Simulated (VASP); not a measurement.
# Re (Fmmm) in VASP: notebook, part 2 of 2

VASP 6.6.1. The steps go on from the part before.

**4. Single point, PBEsol (strain +0.0075 x Voigt [1, -1, 0, 0, 0, 0])**

Input file INCAR:

```
PREC = Accurate
ENCUT = 520
EDIFF = 1E-6
ISMEAR = 0
SIGMA = 0.15
LREAL = F
LASPH = T
NELM = 100
ALGO = Fast
ISIF = 2
LWAVE = F
LCHARG = F
GGA = PS
NBANDS = 10
```

Input file KPOINTS:

```
Automatic mesh
0
Gamma
  20 20 20
```

Input file POSCAR:

```
Re
1.0
    0.0000000000      1.9601875000      1.9750000000
    1.9898125000      0.0000000000      1.9750000000
    1.9898125000      1.9601875000      0.0000000000
Re
1
Direct
    0.0000000000      0.0000000000      0.0000000000
```

Potentials or basis: VASP PAW PBE potentials, release 64 (Re).

Started as:

```sh
cat potpaw_PBE.64/Re/POTCAR > POTCAR
mpirun -np 1 vasp_std > vasp.out
```

OUTCAR:

```text
PREC = Accurate
   ENCUT = 520
   EDIFF = 1E-6
   ISMEAR = 0
   LREAL = F
   LASPH = T
   NELM = 100
   ISIF = 2
   GGA = PS

 ion  position               nearest neighbor table
   1  0.000  0.000  0.000-

  LATTYP: Found a face centered orthorhombic cell.
 ALAT       =     3.9203750000
 B/A-ratio  =     1.0075566751
 C/A-ratio  =     1.0151133501

  Lattice vectors:

 A1 = (  -1.9898125000,   0.0000000000,  -1.9750000000)
 A2 = (  -1.9898125000,   1.9601875000,   0.0000000000)
 A3 = (   0.0000000000,   1.9601875000,  -1.9750000000)

Analysis of symmetry for initial positions (statically):
=====================================================================
 Subroutine PRICEL returns:
 Original cell was already a primitive cell.

 Routine SETGRP: Setting up the symmetry group for a
 face centered orthorhombic supercell.

 Subroutine GETGRP returns: Found  8 space group operations
 (whereof  8 operations were pure point group operations)
 out of a pool of  8 trial point group operations.

The static configuration has the point symmetry D_2h.

Analysis of symmetry for dynamics (positions and initial velocities):
=====================================================================
 Subroutine PRICEL returns:
 Original cell was already a primitive cell.

 Routine SETGRP: Setting up the symmetry group for a
 face centered orthorhombic supercell.

 Subroutine GETGRP returns: Found  8 space group operations
 (whereof  8 operations were pure point group operations)
 out of a pool of  8 trial point group operations.

The dynamic configuration has the point symmetry D_2h.

 Subroutine INISYM returns: Found  8 space group operations
 (whereof  8 operations are pure point group operations),
 and found     1 'primitive' translations

----------------------------------------------------------------------------------------

[... 109 lines left out ...]
     AMIX     =   0.40;   BMIX     =  1.00
     AMIX_MAG =   1.60;   BMIX_MAG =  1.00
  volume/ion in A,a.u.               =      15.41       103.97
  Fermi-wavevector in a.u.,A,eV,Ry     =   1.258554  2.378322 21.551063  1.583958
  Thomas-Fermi vector in A             =   2.392158
   LORBIT       =      0    0 simple, 1 ext, 2 COOP (PROOUT), +10 PAW based schemes
   GGA     = PS    functional components
   LHFCALC =     F    Hartree Fock is set to
   AEXX    =    0.0000 exact exchange contribution
   IVDW    =     0    specifies the selected vdW correction
   LEPSILON=     F    determine dielectric tensor
   LRPA    =     F    only Hartree local field effects (RPA)
 non-spin polarized calculation
 RMM-DIIS sequential band-by-band and
 Gauss-broadening in eV      SIGMA  =   0.15
  energy-cutoff  :      520.00
  volume of cell :       15.41
 maximum number of plane-waves:       431
 NGX is ok and might be reduce to    24
   NGX = 11   NGY = 11   NGZ = 11

 number of electron       7.0000000 magnetization

 Free energy of the ion-electron system (eV)
  ---------------------------------------------------
  ext. energy  EPLUGINS =         0.00000000
  ---------------------------------------------------
  free energy    TOTEN  =       -13.25654154 eV

  energy without entropy =      -13.24660052  energy(sigma->0) =      -13.25157103

 E-fermi :   7.4297     XC(G=0): -13.5697

 val. band max:        7.4287546266   @ k =   0.3000   0.1500   0.1500
 cond. band min:       7.4311518845   @ k =   0.3000   0.2000  -0.0000
 fundamental gap:      0.0023972580
 Fermi energy:         7.4297286210

 k-point     1 :       0.0000    0.0000    0.0000
  band No.  band energies     occupation
      1      -2.4165      2.00000
      2       5.5228      2.00000
      3       5.6271      2.00000
      4       5.7295      2.00000
      5       8.4734      0.00000
      6       8.7172      0.00000
      7      21.3309      0.00000
      8      26.4547      0.00000
      9      26.6953      0.00000
     10      26.9450      0.00000
[... 287 lines left out ...]
 k-point    24 :      -0.3500    0.0500   -0.0000
  band No.  band energies     occupation
      1       0.8435      2.00000
      2       5.5519      2.00000
      3       5.7829      2.00000
      4       5.7973      2.00000
      5       9.7112      0.00000
      6      10.5527      0.00000
      7      18.7927      0.00000
      8      22.4325      0.00000
      9      28.1186      0.00000
     10      29.7248      0.00000

 [... further k-points ...]
[... 5 lines left out ...]
  --------------------------------------------------------------------------------------
  -------------------------------------------------------------------------------------
  Total       -2.0225495     -1.6364518     -1.8223805      0.0000000      0.0000000      0.0000000
  in kB     -210.3307991   -170.1793842   -189.5146482      0.0000000      0.0000000      0.0000000
  external PRESSURE =    -190.0082771 kB  Pullay stress =       0.0000000 kB

 VOLUME and BASIS-vectors are now :
 -----------------------------------------------------------------------------
  energy-cutoff  :      520.00
  volume of cell :       15.41
      direct lattice vectors                 reciprocal lattice vectors
     0.000000000  1.960187500  1.975000000    -0.251279957  0.255077639  0.253164557
     1.989812500  0.000000000  1.975000000     0.251279957 -0.255077639  0.253164557
     1.989812500  1.960187500  0.000000000     0.251279957  0.255077639 -0.253164557

 POSITION                                       TOTAL-FORCE (eV/Angst)
 -----------------------------------------------------------------------------------
      0.00000      0.00000      0.00000         0.000000      0.000000     -0.000000
 -----------------------------------------------------------------------------------
    total drift:                                0.000000     -0.000000     -0.000000

  FREE ENERGIE OF THE ION-ELECTRON SYSTEM (eV)
  ---------------------------------------------------
  free  energy   TOTEN  =       -13.2565415376 eV

  energy  without entropy=      -13.2466005245  energy(sigma->0) =      -13.25157103
```

Run time: 98 s. Hardware: 1 thread of Intel Xeon 6975P-C (Granite Rapids), shared host; peak memory 0.3 GiB.

What came out:

| Quantity | Value |
| --- | --- |
| Free energy | -13.2565 eV |
| Pressure | -19.0 GPa |

Stress tensor (GPa, compression positive):
```
-21.03   0.00   0.00
  0.00 -17.02   0.00
  0.00   0.00 -18.95
```

Caveat: the cell differs from its parent crystal (strain +0.0075 x Voigt [1, -1, 0, 0, 0, 0]); the PAW data sets were made with another functional, which shifts forces and pressure a little; spin-orbit coupling is left out, which moves the levels of the heavy elements.

**5. Overview**

| cell | further INCAR settings | gap on the mesh (eV) | pressure (GPa) |
| --- | --- | --- | --- |
| a = 2.772, b = 2.814, c = 2.793 Å, angles 59.3, 60.7, 60.0°, 1 atom | ALGO = Fast; EDIFF = 1e-06; NBANDS = 10 | none | -18.9 |
| a = 2.762, b = 2.825, c = 2.794 Å, angles 58.9, 61.1, 60.0°, 1 atom | ALGO = Fast; EDIFF = 1e-07; NBANDS = 10 | none | -18.6 |
| a = 2.783, b = 2.804, c = 2.793 Å, angles 59.6, 60.4, 60.0°, 1 atom | ALGO = Fast; EDIFF = 1e-06; NBANDS = 10 | none | -19.0 |

Alike in all rows: task single point; level PBEsol; potentials or basis VASP PAW PBE potentials, release 64 (Re); no spin polarisation; k mesh 20 × 20 × 20; cutoff (eV) 520; smearing gaussian 0.15 eV.

Caveats: the PAW data sets were made with another functional, which shifts forces and pressure a little; spin-orbit coupling is left out, which moves the levels of the heavy elements.

Total energies depend on the potentials used, so only differences within one code and one set of settings carry meaning.
